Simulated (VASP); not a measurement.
# P (P6/mmm) in VASP: notebook, part 2 of 2

VASP 6.6.1. The steps go on from the part before.

## 4. Single point, PBE

This run uses another cell than the first one, of 14.74 Å³/atom, 1.087 times its volume.

The input, INCAR:

```
ALGO     = Normal         # electronic algorithm
EDIFF    = 1E-6           # SCF threshold, eV
ENCUT    = 520            # plane-wave cutoff, eV
GGA      = PE             # functional
ISIF     = 2              # what is computed and relaxed
ISMEAR   = -1             # smearing method
LASPH    = True           # aspherical terms in the spheres
LCHARG   = False          # write CHGCAR
LREAL    = False          # projectors in reciprocal space
LWAVE    = False          # write WAVECAR
NBANDS   = 8              # bands
NELM     = 100            # most SCF steps
PREC     = Accurate       # precision mode
SIGMA    = 0.05           # smearing width, eV
```

The input, KPOINTS:

```
k-points
0
Gamma
  18 18 17
```

The input, POSCAR:

```
P
1.0
    2.6266439457      0.0000000000      0.0000000000
   -1.3133219728      2.2747403837      0.0000000000
    0.0000000000      0.0000000000      2.4666835013
P
1
Direct
    0.0000000000      0.0000000000      0.0000000000
```

Potentials or basis: VASP PAW PBE potentials, release 64 (P).

Started as:

```
cat potpaw_PBE.64/P/POTCAR > POTCAR
mpirun -np 1 vasp_std > vasp.out
```

OUTCAR:

```text
EDIFF = 1E-6
   ENCUT = 520
   GGA = PE
   ISIF = 2
   ISMEAR = -1
   LASPH = True
   LREAL = False
   NELM = 100
   PREC = Accurate

 ion  position               nearest neighbor table
   1  0.000  0.000  0.000-

  LATTYP: Found a hexagonal cell.
 ALAT       =     2.6266439457
 C/A-ratio  =     0.9391008269

  Lattice vectors:

 A1 = (   2.6266439457,   0.0000000000,   0.0000000000)
 A2 = (  -1.3133219728,   2.2747403837,   0.0000000000)
 A3 = (   0.0000000000,   0.0000000000,   2.4666835013)

Analysis of symmetry for initial positions (statically):
=====================================================================
 Subroutine PRICEL returns:
 Original cell was already a primitive cell.

 Routine SETGRP: Setting up the symmetry group for a
 hexagonal supercell.

 Subroutine GETGRP returns: Found 24 space group operations
 (whereof 24 operations were pure point group operations)
 out of a pool of 24 trial point group operations.

The static configuration has the point symmetry D_6h.

Analysis of symmetry for dynamics (positions and initial velocities):
[... 161 lines left out ...]
 fundamental gap:      0.0290348334
 Fermi energy:         9.6044933739

 k-point     1 :       0.0000    0.0000    0.0000
  band No.  band energies     occupation
      1      -6.7714      2.00000
      2      14.3476      0.00000
      3      15.6934      0.00000
      4      15.6934      0.00000
      5      16.4438      0.00000
      6      21.1532      0.00000
      7      21.1532      0.00000
      8      25.5053      0.00000
[... 243 lines left out ...]
 k-point    24 :       0.3889    0.1111    0.0000
  band No.  band energies     occupation
      1      -1.6584      2.00000
      2       2.3582      2.00000
      3       9.3089      1.99460
      4      17.7071      0.00000
      5      18.1131      0.00000
      6      23.7570      0.00000
      7      24.5606      0.00000
      8      28.3672      0.00000

 [... further k-points ...]

------------------------ aborting loop because EDIFF is reached ----------------------------------------

  FORCE on cell =-STRESS in cart. coord.  units (eV):
  Direction    XX          YY          ZZ          XY          YZ          ZX
  --------------------------------------------------------------------------------------
  -------------------------------------------------------------------------------------
  Total       -0.0181377     -0.0181377     -0.0244688     -0.0000000      0.0000000     -0.0000000
  in kB       -1.9717204     -1.9717204     -2.6599666     -0.0000000      0.0000000     -0.0000000
  external PRESSURE =      -2.2011358 kB  Pullay stress =       0.0000000 kB

 VOLUME and BASIS-vectors are now :
 -----------------------------------------------------------------------------
  energy-cutoff  :      520.00
  volume of cell :       14.74
      direct lattice vectors                 reciprocal lattice vectors
     2.626643946  0.000000000  0.000000000     0.380713953  0.219805303  0.000000000
    -1.313321973  2.274740384  0.000000000     0.000000000  0.439610607  0.000000000
     0.000000000  0.000000000  2.466683501     0.000000000  0.000000000  0.405402639

 POSITION                                       TOTAL-FORCE (eV/Angst)
 -----------------------------------------------------------------------------------
      0.00000      0.00000      0.00000        -0.000000      0.000000      0.000000
 -----------------------------------------------------------------------------------
    total drift:                               -0.000000     -0.000000      0.000000

  FREE ENERGIE OF THE ION-ELECTRON SYSTEM (eV)
  ---------------------------------------------------
  free  energy   TOTEN  =        -4.9280753585 eV

  energy  without entropy=       -4.9250548051  energy(sigma->0) =       -4.92656508
```

OSZICAR:

```text
N       E                     dE             d eps       ncg     rms          rms(c)
DAV:   1     0.656270908480E+00    0.65627E+00   -0.21739E+03  5488   0.453E+02
DAV:   2    -0.487552416701E+01   -0.55318E+01   -0.52675E+01  7832   0.486E+01
DAV:   3    -0.492805033351E+01   -0.52526E-01   -0.52515E-01  5984   0.517E+00
DAV:   4    -0.492812581901E+01   -0.75485E-04   -0.75485E-04  8872   0.216E-01
DAV:   5    -0.492812583060E+01   -0.11596E-07   -0.12041E-07  6056   0.188E-03    0.447E+00
DAV:   6    -0.492788495555E+01    0.24088E-03   -0.13851E-03  6792   0.239E-01    0.262E+00
DAV:   7    -0.492805901680E+01   -0.17406E-03   -0.30185E-03  6048   0.359E-01    0.845E-02
DAV:   8    -0.492807451092E+01   -0.15494E-04   -0.12370E-04  6984   0.773E-02    0.703E-03
DAV:   9    -0.492807535854E+01   -0.84762E-06   -0.20109E-06  7760   0.115E-02
   1 F= -.49280754E+01 E0= -.49265651E+01  d E =-.302055E-02
```

It took 15 s on 1 thread of Intel Xeon Platinum 8559C (Emerald Rapids), shared host; peak memory 0.14 GiB.

Results:

- Free energy: -4.9281 eV
- Pressure: -0.2 GPa

Levels at points of the mesh, in eV from the Fermi level:
| k point | band 1 | band 2 | band 3 | band 4 | band 5 | band 6 |
| --- | --- | --- | --- | --- | --- | --- |
| (0.00, 0.00, 0.00) | -16.38 | 4.74 | 6.09 | 6.09 | 6.84 | 11.55 |
| (0.50, 0.00, 0.00) | -10.92 | -8.18 | 2.10 | 5.69 | 8.17 | 14.34 |

## 5. Relaxation of shape and atoms at fixed volume, PBE

This run uses another cell than the first one, of 6.63 Å³/atom, 0.489 times its volume.

The input, INCAR:

```
PREC = Accurate
ENCUT = 600
EDIFF = 1E-6
ISMEAR = -1
SIGMA = 0.05
LREAL = False
LASPH = True
NELM = 100
ALGO = Normal
ISIF = 4
LWAVE = False
LCHARG = False
GGA = PE
IBRION = 2
NSW = 50
EDIFFG = -0.005
```

The input, KPOINTS:

```
regular mesh
0
Gamma
  18 18 17
```

The input, POSCAR:

```
P
1.0
    2.0128220311      0.0000000000      0.0000000000
   -1.0064110156      1.7431550123      0.0000000000
    0.0000000000      0.0000000000      1.8902428338
P
1
Direct
    0.0000000000      0.0000000000      0.0000000000
```

Started as:

```
cat potpaw_PBE.64/P/POTCAR > POTCAR
mpirun -np 1 vasp_std > vasp.out
```

Run time: 18 s. Hardware: 1 thread of Intel Xeon Platinum 8559C (Emerald Rapids), shared host; peak memory 0.11 GiB.

It converged, with:

| Quantity | Value |
| --- | --- |
| Free energy | -0.2453 eV |
| Energy gained by relaxing | 20.9 meV/atom |
| Ionic steps | 7 |
| Pressure after relaxing | 388.0 GPa |

The path:
| step | energy change (eV) | largest force (eV/Å) | pressure (GPa) | volume (Å³) |
| --- | --- | --- | --- | --- |
| 1 | 0.0000 | 0.0000 | 391.93 | 6.63 |
| 2 | 0.1811 | 0.0000 | 392.62 | 6.63 |
| 3 | -0.0204 | 0.0000 | 387.60 | 6.63 |
| 4 | -0.0209 | 0.0000 | 388.04 | 6.63 |
| 5 | -0.0209 | 0.0000 | 387.99 | 6.63 |
| 6 | -0.0209 | 0.0000 | 388.11 | 6.63 |
| 7 | -0.0209 | 0.0000 | 388.02 | 6.63 |

Final structure:
```
P
1.0
     1.99508    0.00000    0.00000
    -0.99754    1.72779    0.00000
     0.00000    0.00000    1.92401
P
1
Direct
  0.00000 0.00000 0.00000
```

Levels at points of the mesh, in eV from the Fermi level:
```csv
k point,band 1,band 2,band 3,band 4,band 5
"(0.00, 0.00, 0.00)",-26.79,5.39,9.52,14.62,14.62
"(0.50, 0.00, 0.00)",-16.03,-14.48,5.16,6.45,18.13
```

## 6. Overview

| task | cell | cutoff (eV) | gap on the mesh (eV) | pressure (GPa) |
| --- | --- | --- | --- | --- |
| single point | a = 2.555, b = 2.555, c = 2.398 Å, angles 90.0, 90.0, 120.0°, 1 atom | 520 | none | 9.4 |
| single point | a = 2.627, b = 2.627, c = 2.467 Å, angles 90.0, 90.0, 120.0°, 1 atom | 520 | none | -0.2 |
| relaxation of shape and atoms at fixed volume | relaxed from a = 2.013, b = 2.013, c = 1.890 Å, angles 90.0, 90.0, 120.0°, 1 atom | 600 | none | 388.0 |

Alike in all rows: level PBE; potentials or basis VASP PAW PBE potentials, release 64 (P); no spin polarisation; k mesh 18 × 18 × 17; smearing fermi-dirac 0.05 eV.

Total energies depend on the potentials used, so only differences within one code and one set of settings carry meaning.
